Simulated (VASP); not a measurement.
Set up this calculation in VASP 6.6.1, as the native input.

| Quantity | Value |
| --- | --- |
| Task | single point |
| Functional | PBE |
| Potentials or basis | VASP PAW PBE potentials, release 64 (Si, O) |
| Cutoff | 520 eV |
| k mesh | 6 × 6 × 4 |
| Occupations | gaussian, width 0.02 eV |
| Spin | no spin polarisation |
| Dipole correction | no |
| Further INCAR settings | ALGO = Normal; EDIFF = 1e-07; NBANDS = 34 |

The structure of SiO2 lies in POSCAR:

```
SiO2
1.0
    4.8090944123      0.0000000000      0.0000000000
   -2.4045472061      4.1647979303      0.0000000000
    0.0000000000      0.0000000000      5.5390932362
Si O
3 6
Direct
    0.0000000000      0.5000000000      0.3333333333
    0.5000000000      0.5000000000      0.6666666667
    0.5000000000      0.0000000000      0.0000000000
    0.6089089930      0.8044544965      0.8333333333
    0.8044544965      0.6089089930      0.5000000000
    0.8044544965      0.1955455035      0.1666666667
    0.3910910070      0.1955455035      0.8333333333
    0.1955455035      0.3910910070      0.5000000000
    0.1955455035      0.8044544965      0.1666666667
```

One way to write it, as run:

INCAR

```
SYSTEM = SiO2
PREC     = Accurate       ! precision mode
ENCUT    = 520            ! plane-wave cutoff, eV
EDIFF    = 1E-7           ! SCF threshold, eV
ISMEAR   = 0              ! smearing method
SIGMA    = 0.02           ! smearing width, eV
LREAL    = .False.        ! projectors in reciprocal space
LASPH    = .True.         ! aspherical terms in the spheres
NELM     = 60             ! most SCF steps
ALGO     = Normal         ! electronic algorithm
ISIF     = 2              ! what is computed and relaxed
LWAVE    = .False.        ! write WAVECAR
LCHARG   = .False.        ! write CHGCAR
GGA      = PE             ! functional
NBANDS   = 34             ! bands
```

KPOINTS

```
Automatic mesh
0
Gamma
  6 6 4
  0 0 0
```

Potentials or basis: VASP PAW PBE potentials, release 64 (Si, O).

Run with:

```sh
$ cat potpaw_PBE.64/Si/POTCAR potpaw_PBE.64/O/POTCAR > POTCAR
$ mpirun -np 1 vasp_std > vasp.out
```

It gave:

```
Pressure               : 19.3 GPa
Largest force          : 0.016 eV/Å
Band gap on the k mesh : 5.85 eV (least direct gap 5.87 eV)
```

Caveat: the cell stands under pressure.

Run time: 73 s on 1 thread of Intel(R) Xeon(R) Platinum 8259CL CPU @ 2.50GHz (Skylake/Cascade Lake) (shared host), peak memory 0.23 GiB.
